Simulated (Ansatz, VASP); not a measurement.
# Two plane-wave programs on LaOs3

```xyz
4
Lattice="4.2809 0.0000 0.0000 0.0000 4.2809 0.0000 0.0000 0.0000 4.2809" Properties=species:S:1:pos:R:3 pbc="T T T"
La    0.0000    0.0000    0.0000
Os    0.0000    2.1405    2.1405
Os    2.1405    2.1405    0.0000
Os    2.1405    0.0000    2.1405
```

Alike in both runs: task single point; functional PBE; k mesh 8 × 8 × 8; occupations gaussian, width 0.05 eV; no spin polarisation.

|  | VASP | Ansatz |
| --- | --- | --- |
| version | VASP 6.6.1 | Ansatz 0.2.0 |
| potentials or method | VASP PAW PBE potentials, release 64 (La, Os), cutoff 520 eV | scalar-relativistic, plane waves, PAW |
| valence electrons in the cell | 35 | 59 |

|  | VASP | Ansatz | Ansatz less VASP |
| --- | --- | --- | --- |
| gap on the k mesh at the Fermi level (eV) | none | none | - |
| pressure (GPa) | -14.5 | -14.4 | +0.12 |

A gap of «none» marks a metal or a gap that the smearing closes. VASP's potentials hold 35 valence electrons a cell and Ansatz's 59, so a difference there can come from the potentials and not from the codes.

Spin-orbit coupling is off throughout.
